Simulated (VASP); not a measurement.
# MnO (Fm-3m) in VASP: a series of runs

The runs below take MnO through single point, with PBE+U.

Program: VASP 6.6.1. These are calculated values, not measurements. Logs are shortened: lines on timing, memory, paths and dates and some standing lists are left out, and cuts for length are marked.

## (1) The cell of the first run

The structure is cubic, space group Fm-3m (No. 225). The conventional cell has a = 4.444 Å, b = 4.444 Å, c = 4.444 Å, α = 90.00°, β = 90.00°, γ = 90.00°. Within 2.9 Å of Mn (site symmetry m-3m) lie 6 O at 2.22 Å. Within 2.9 Å of O (site symmetry m-3m) lie 6 Mn at 2.22 Å.

## (2) Single point, PBE+U, collinear spin, ferromagnetic start

Input file INCAR:

```
ALGO = Normal ; EDIFF = 1E-6
ENCUT = 700 ; GGA = PE
GGA_COMPAT = False ; ISIF = 2
ISMEAR = -1 ; ISPIN = 2
LASPH = True ; LCHARG = False
LDAU = True ; LDAUJ = 0 0
LDAUL = 2 -1 ; LDAUPRINT = 1
LDAUTYPE = 2 ; LDAUU = 6 0
LMAXMIX = 4 ; LORBIT = 11
LREAL = False ; LWAVE = False
MAGMOM = 4 0 ; NBANDS = 22
NELM = 200 ; PREC = Accurate
SIGMA = 0.05
```

Input file KPOINTS:

```
k-points
0
Gamma
  10 10 10
```

Input file POSCAR:

```
MnO
1.0
    0.0000000000      2.2220003300      2.2220003300
    2.2220003300      0.0000000000      2.2220003300
    2.2220003300      2.2220003300      0.0000000000
Mn O
1 1
Direct
    0.0000000000      0.0000000000      0.0000000000
    0.5000000000      0.5000000000      0.5000000000
```

Potentials or basis: VASP PAW PBE potentials, release 64 (Mn_sv, O).

Run with:

```console
$ cat potpaw_PBE.64/Mn_sv/POTCAR potpaw_PBE.64/O/POTCAR > POTCAR
$ mpirun -np 1 vasp_std > vasp.out
```

OUTCAR:

```text
EDIFF = 1E-6
   ENCUT = 700
   GGA = PE
   ISIF = 2
   ISMEAR = -1
   ISPIN = 2
   LASPH = True
   LORBIT = 11
   LREAL = False
   NELM = 200
   PREC = Accurate

 ion  position               nearest neighbor table
   1  0.000  0.000  0.000-   2 2.22   2 2.22   2 2.22   2 2.22   2 2.22   2 2.22
   2  0.500  0.500  0.500-   1 2.22   1 2.22   1 2.22   1 2.22   1 2.22   1 2.22

  LATTYP: Found a face centered cubic cell.
 ALAT       =     4.4440006600

  Lattice vectors:

 A1 = (   0.0000000000,   2.2220003300,   2.2220003300)
 A2 = (   2.2220003300,   0.0000000000,   2.2220003300)
 A3 = (   2.2220003300,   2.2220003300,   0.0000000000)

Analysis of symmetry for initial positions (statically):
=====================================================================
 Subroutine PRICEL returns:
 Original cell was already a primitive cell.

 Routine SETGRP: Setting up the symmetry group for a
 face centered cubic supercell.

 Subroutine GETGRP returns: Found 48 space group operations
 (whereof 48 operations were pure point group operations)
 out of a pool of 48 trial point group operations.

The static configuration has the point symmetry O_h .

Analysis of symmetry for dynamics (positions and initial velocities):
=====================================================================
 Subroutine PRICEL returns:
 Original cell was already a primitive cell.

 Routine SETGRP: Setting up the symmetry group for a
 face centered cubic supercell.

 Subroutine GETGRP returns: Found 48 space group operations
 (whereof 48 operations were pure point group operations)
 out of a pool of 48 trial point group operations.

The dynamic configuration has the point symmetry O_h .

Analysis of structural, dynamic, and magnetic symmetry:
=====================================================================
 Subroutine PRICEL returns:
 Original cell was already a primitive cell.

 Routine SETGRP: Setting up the symmetry group for a
 face centered cubic supercell.

 Subroutine GETGRP returns: Found 48 space group operations
 (whereof 48 operations were pure point group operations)
 out of a pool of 48 trial point group operations.

The overall configuration has the point symmetry O_h .

 Subroutine INISYM returns: Found 48 space group operations
 (whereof 48 operations are pure point group operations),
 and found     1 'primitive' translations

----------------------------------------------------------------------------------------

                                     Primitive cell

  volume of cell :      21.9413

  direct lattice vectors                    reciprocal lattice vectors
     0.000000000  2.222000330  2.222000330    -0.225022469  0.225022469  0.225022469
     2.222000330  0.000000000  2.222000330     0.225022469 -0.225022469  0.225022469
     2.222000330  2.222000330  0.000000000     0.225022469  0.225022469 -0.225022469

  length of vectors
     3.142383002  3.142383002  3.142383002     0.389750349  0.389750349  0.389750349

  position of ions in fractional coordinates (direct lattice)
     0.000000000  0.000000000  0.000000000
     0.500000000  0.500000000  0.500000000

  ion indices of the primitive-cell ions
   primitive index   ion index
                 1           1
                 2           2

----------------------------------------------------------------------------------------

 KPOINTS: k-points

Automatic generation of k-mesh.
 Grid dimensions read from file:
 generate k-points for:   10   10   10

 Generating k-lattice:

  Cartesian coordinates                     Fractional coordinates (reciprocal lattice)
    -0.022502247  0.022502247  0.022502247     0.100000000  0.000000000  0.000000000
     0.022502247 -0.022502247  0.022502247     0.000000000  0.100000000  0.000000000
     0.022502247  0.022502247 -0.022502247     0.000000000  0.000000000  0.100000000

  Length of vectors
     0.038975035  0.038975035  0.038975035

  Shift w.r.t. Gamma in fractional coordinates (k-lattice)
     0.000000000  0.000000000  0.000000000

 Subroutine IBZKPT returns following result:
 ===========================================

 Found     47 irreducible k-points:

 Following reciprocal coordinates:
            Coordinates               Weight
  0.000000  0.000000  0.000000      1.000000
  0.100000  0.000000  0.000000      8.000000
  0.200000  0.000000  0.000000      8.000000
  0.300000  0.000000  0.000000      8.000000
  0.400000  0.000000  0.000000      8.000000
  0.500000  0.000000  0.000000      4.000000
[... 16 lines left out ...]
  0.300000  0.300000  0.000000      6.000000
  0.400000  0.300000  0.000000     24.000000
 [... further k-points ...]
   k-points           NKPTS =     47   k-points in BZ     NKDIM =     47   number of bands    NBANDS=     22
   number of dos      NEDOS =    301   number of ions     NIONS =      2
   total plane-waves  NPLWV =  21952
   dimension x,y,z NGX =    28 NGY =   28 NGZ =   28
   dimension x,y,z NGXF=    56 NGYF=   56 NGZF=   56
   ions per type =               1   1
   NGX,Y,Z   is equivalent  to a cutoff of  14.81, 14.81, 14.81 a.u.
   NGXF,Y,Z  is equivalent  to a cutoff of  29.63, 29.63, 29.63 a.u.
 SYSTEM =  unknown system
   PREC   = accura    normal or accurate (medium, high low for compatibility)
   ISTART =      0    job   : 0-new  1-cont  2-samecut
   ICHARG =      2    charge: 1-file 2-atom 10-const
   ISPIN  =      2    spin polarized calculation?
   LNONCOLLINEAR =      F non collinear calculations
   LSORBIT =      F    spin-orbit coupling
   LASPH  =      T    aspherical Exc in radial PAW
   ENCUT  =  700.0 eV  51.45 Ry    7.17 a.u.   6.78  6.78  6.78*2*pi/ulx,y,z
   NELM   =    200;   NELMIN=  2; NELMDL= -5     # of ELM steps
   EDIFF  = 0.1E-05   stopping-criterion for ELM
   LREAL  =      F    real-space projection
   EDIFFG = 0.1E-04   stopping-criterion for IOM
   NSW    =      0    number of steps for IOM
   IBRION =     -1    ionic relax: 0-MD 1-quasi-New 2-CG
   NFREE  =      0    steps in history (QN), initial steepest desc. (CG)
   ISIF   =      2    stress and relaxation
   ISYM   =      2    0-nonsym 1-usesym 2-fastsym
   POTIM  = 0.5000    time-step for ionic-motion
   TEBEG  =    0.0;   TEEND  =   0.0 temperature during run
   PSTRESS=    0.0 pullay stress
   NELECT =      21.0000    total number of electrons
   NUPDOWN=      -1.0000    fix difference up-down
   EMIN   =  10.00;   EMAX   =-10.00  energy-range for DOS
   EFERMI =   0.00;   METHOD = LEGACY
   ISMEAR =    -1;   SIGMA  =   0.05  broadening in eV -4-tet -1-fermi 0-gaus
   EFERMI_NEDOS =   21; number of points for ismear=-14 and -15
   IALGO  =     38    algorithm
   IMIX   =      4    mixing-type and parameters
     AMIX     =   0.40;   BMIX     =  1.00
     AMIX_MAG =   1.60;   BMIX_MAG =  1.00
  volume/ion in A,a.u.               =      10.97        74.03
  Fermi-wavevector in a.u.,A,eV,Ry     =   1.613345  3.048779 35.414344  2.602881
  Thomas-Fermi vector in A             =   2.708429
   LORBIT       =     11    0 simple, 1 ext, 2 COOP (PROOUT), +10 PAW based schemes
 LDA+U is selected, type is set to LDAUTYPE =  2
   angular momentum for each species LDAUL =     2   -1
   U (eV)           for each species LDAUU =   6.0  0.0
   J (eV)           for each species LDAUJ =   0.0  0.0
   GGA     = PE    functional components
   LHFCALC =     F    Hartree Fock is set to
   AEXX    =    0.0000 exact exchange contribution
   IVDW    =     0    specifies the selected vdW correction
   LEPSILON=     F    determine dielectric tensor
   LRPA    =     F    only Hartree local field effects (RPA)
 spin polarized calculation
  energy-cutoff  :      700.00
  volume of cell :       21.94
 maximum number of plane-waves:       941
   NGX = 13   NGY = 13   NGZ = 13

atom =   1  type =  1  l = 2

 onsite density matrix

spin component  1

  0.9280 -0.0000  0.0000  0.0000 -0.0000
 -0.0000  0.9280  0.0000  0.0000  0.0000
  0.0000  0.0000  0.9601  0.0000  0.0000
  0.0000  0.0000  0.0000  0.9280 -0.0000
 -0.0000  0.0000  0.0000 -0.0000  0.9601

spin component  2

  0.0115  0.0000 -0.0000 -0.0000  0.0000
  0.0000  0.0115 -0.0000 -0.0000 -0.0000
 -0.0000 -0.0000  0.0441 -0.0000 -0.0000
 -0.0000 -0.0000 -0.0000  0.0115  0.0000
  0.0000 -0.0000 -0.0000  0.0000  0.0441

 occupancies and eigenvectors

  o =  0.0115  v =  0.0000  0.0000  0.0000  0.0000  0.0000  0.0155  0.0222  0.0000  0.9996 -0.0000      0.0000  0.0000  0.0000  0.0000  0.0000  0.0000  0.0000  0.0000  0.0000  0.0000
  o =  0.0115  v =  0.0000  0.0000  0.0000  0.0000  0.0000  0.9999 -0.0051  0.0000 -0.0153 -0.0000      0.0000  0.0000  0.0000  0.0000  0.0000  0.0000  0.0000  0.0000  0.0000  0.0000
  o =  0.0115  v =  0.0000  0.0000  0.0000  0.0000  0.0000 -0.0047 -0.9997 -0.0000  0.0223 -0.0000      0.0000  0.0000  0.0000  0.0000  0.0000  0.0000  0.0000  0.0000  0.0000  0.0000
  o =  0.0441  v =  0.0000  0.0000  0.0000  0.0000  0.0000 -0.0000  0.0000 -0.0118 -0.0000 -0.9999      0.0000  0.0000  0.0000  0.0000  0.0000  0.0000  0.0000  0.0000  0.0000  0.0000
  o =  0.0441  v =  0.0000  0.0000  0.0000  0.0000  0.0000  0.0000  0.0000 -0.9999  0.0000  0.0118      0.0000  0.0000  0.0000  0.0000  0.0000  0.0000  0.0000  0.0000  0.0000  0.0000
  o =  0.9280  v =  0.0000  0.9012 -0.0000  0.4333 -0.0000  0.0000  0.0000  0.0000  0.0000  0.0000      0.0000  0.0000  0.0000  0.0000  0.0000  0.0000  0.0000  0.0000  0.0000  0.0000
  o =  0.9280  v =  1.0000  0.0000  0.0000  0.0000  0.0000  0.0000  0.0000  0.0000  0.0000  0.0000      0.0000  0.0000  0.0000  0.0000  0.0000  0.0000  0.0000  0.0000  0.0000  0.0000
  o =  0.9280  v =  0.0000 -0.4333 -0.0000  0.9012  0.0000  0.0000  0.0000  0.0000  0.0000  0.0000      0.0000  0.0000  0.0000  0.0000  0.0000  0.0000  0.0000  0.0000  0.0000  0.0000
  o =  0.9601  v =  0.0000 -0.0000  1.0000  0.0000 -0.0010  0.0000  0.0000  0.0000  0.0000  0.0000      0.0000  0.0000  0.0000  0.0000  0.0000  0.0000  0.0000  0.0000  0.0000  0.0000
  o =  0.9601  v =  0.0000  0.0000  0.0010 -0.0000  1.0000  0.0000  0.0000  0.0000  0.0000  0.0000      0.0000  0.0000  0.0000  0.0000  0.0000  0.0000  0.0000  0.0000  0.0000  0.0000

 number of electron      21.0000009 magnetization       4.9999907

 Free energy of the ion-electron system (eV)
  ---------------------------------------------------
  ext. energy  EPLUGINS =         0.00000000
  ---------------------------------------------------
  free energy    TOTEN  =       -14.85897817 eV

  energy without entropy =      -14.85897109  energy(sigma->0) =      -14.85897463

 E-fermi :   8.6854     XC(G=0): -11.8313

 val. band max:        8.2937527105   @ k =   0.5000   0.0000   0.0000
 cond. band min:       8.9194846098   @ k =   0.0000   0.0000   0.0000
 fundamental gap:      0.6257318993
 Fermi energy:         8.6853879771

 spin component 1

 k-point     1 :       0.0000    0.0000    0.0000
  band No.  band energies     occupation
      1     -72.3378      1.00000
      2     -41.0834      1.00000
      3     -41.0834      1.00000
      4     -41.0834      1.00000
      5     -10.6696      1.00000
      6       3.7984      1.00000
[... 14 lines left out ...]
     21      28.9619      0.00000
     22      30.8297      0.00000
[... 552 lines left out ...]
  band No.  band energies     occupation
      1     -72.3309      1.00000
      2     -41.1301      1.00000
      3     -41.1032      1.00000
      4     -41.1014      1.00000
      5      -9.8635      1.00000
      6       1.8568      1.00000
[... 14 lines left out ...]
     21      35.4065      0.00000
     22      36.5280      0.00000

 [... further k-points ...]

 spin component 2

 k-point     1 :       0.0000    0.0000    0.0000
  band No.  band energies     occupation
      1     -67.2511      1.00000
      2     -36.0709      1.00000
      3     -36.0709      1.00000
      4     -36.0709      1.00000
      5     -10.3276      1.00000
      6       6.1594      1.00000
[... 14 lines left out ...]
     21      31.4667      0.00000
     22      34.3949      0.00000
[... 552 lines left out ...]
  band No.  band energies     occupation
      1     -67.2426      1.00000
      2     -36.1308      1.00000
      3     -36.0958      1.00000
      4     -36.0935      1.00000
      5      -9.4813      1.00000
      6       3.1395      1.00000
[... 14 lines left out ...]
     21      36.9861      0.00000
     22      37.8739      0.00000

 [... further k-points ...]

------------------------ aborting loop because EDIFF is reached ----------------------------------------

  FORCE on cell =-STRESS in cart. coord.  units (eV):
  Direction    XX          YY          ZZ          XY          YZ          ZX
  --------------------------------------------------------------------------------------
  -------------------------------------------------------------------------------------
  Total        1.0140060      1.0140060      1.0140060     -0.0000000      0.0000000     -0.0000000
  in kB       74.0438097     74.0438097     74.0438097     -0.0000000      0.0000000     -0.0000000
  external PRESSURE =      74.0438097 kB  Pullay stress =       0.0000000 kB

 VOLUME and BASIS-vectors are now :
 -----------------------------------------------------------------------------
  energy-cutoff  :      700.00
  volume of cell :       21.94
      direct lattice vectors                 reciprocal lattice vectors
     0.000000000  2.222000330  2.222000330    -0.225022469  0.225022469  0.225022469
     2.222000330  0.000000000  2.222000330     0.225022469 -0.225022469  0.225022469
     2.222000330  2.222000330  0.000000000     0.225022469  0.225022469 -0.225022469

 POSITION                                       TOTAL-FORCE (eV/Angst)
 -----------------------------------------------------------------------------------
      0.00000      0.00000      0.00000         0.000000     -0.000000     -0.000000
      2.22200      2.22200      2.22200        -0.000000      0.000000      0.000000
 -----------------------------------------------------------------------------------
    total drift:                                0.000000      0.000000      0.000000

  FREE ENERGIE OF THE ION-ELECTRON SYSTEM (eV)
  ---------------------------------------------------
  free  energy   TOTEN  =       -14.8589781704 eV

  energy  without entropy=      -14.8589710887  energy(sigma->0) =      -14.85897463

 total charge

# of ion       s       p       d       tot
------------------------------------------
    1        2.117   6.015   4.801  12.933
    2        1.549   3.468   0.000   5.018
--------------------------------------------------
tot          3.666   9.483   4.801  17.951

 magnetization (x)

# of ion       s       p       d       tot
------------------------------------------
    1        0.022   0.016   4.560   4.598
    2        0.022   0.118   0.000   0.140
--------------------------------------------------
tot          0.045   0.133   4.560   4.739
```

Run time: 2 min. Hardware: 1 thread of AMD EPYC 7R43 (Zen 3), shared host; peak memory 0.16 GiB.

What came out:

```yaml
Free_energy: -14.8590 eV
Pressure: 7.4 GPa
Band_gap_on_the_k_mesh: 0.63 eV (least direct gap 2.76 eV)
Net_moment: 5.00 μB per cell
Site_moments: Mn +4.60; O +0.14 μB
Valence_electrons_inside_the_program's_atomic_spheres: Mn 12.93; O 5.02
```

Levels at points of the mesh, in eV from the valence-band top:
Spin up:
| k point | band 9 | band 10 | band 11 | band 12 | band 13 | band 14 | band 15 | band 16 | band 17 | band 18 |
| --- | --- | --- | --- | --- | --- | --- | --- | --- | --- | --- |
| (0.00, 0.00, 0.00) | -4.25 | -4.25 | -2.41 | -2.41 | -2.41 | 0.63 | 15.02 | 16.49 | 16.49 | 16.49 |
| (0.50, 0.00, 0.00) | -3.75 | -3.75 | -2.75 | 0.00 | 0.00 | 4.55 | 8.88 | 12.91 | 12.91 | 18.96 |
| (0.50, 0.50, 0.00) | -3.52 | -3.52 | -3.49 | -3.49 | -3.41 | 6.05 | 9.05 | 10.58 | 14.79 | 14.79 |
Spin down:
```csv
k point,band 4,band 5,band 6,band 7,band 8,band 9,band 10,band 11,band 12,band 13
"(0.00, 0.00, 0.00)",-44.36,-18.62,-2.13,-2.13,-2.13,1.92,4.24,4.24,4.24,4.99
"(0.50, 0.00, 0.00)",-44.37,-17.65,-6.12,-3.29,-3.29,5.32,5.58,5.81,5.81,7.18
"(0.50, 0.50, 0.00)",-44.39,-17.63,-5.28,-3.14,-3.14,2.06,5.66,5.73,6.42,6.42
```

Eigenvalues of the final occupation matrices:
| site | spin | trace | eigenvalues |
| --- | --- | --- | --- |
| site 1 d | 1 | 4.70 | 0.93 0.93 0.93 0.96 0.96 |
| site 1 d | 2 | 0.12 | 0.01 0.01 0.01 0.04 0.04 |

Caveat: the cell stands under pressure; a cell with one magnetic atom can't hold antiferromagnetic order, which such compounds often take.

[end of part 1 of 2]
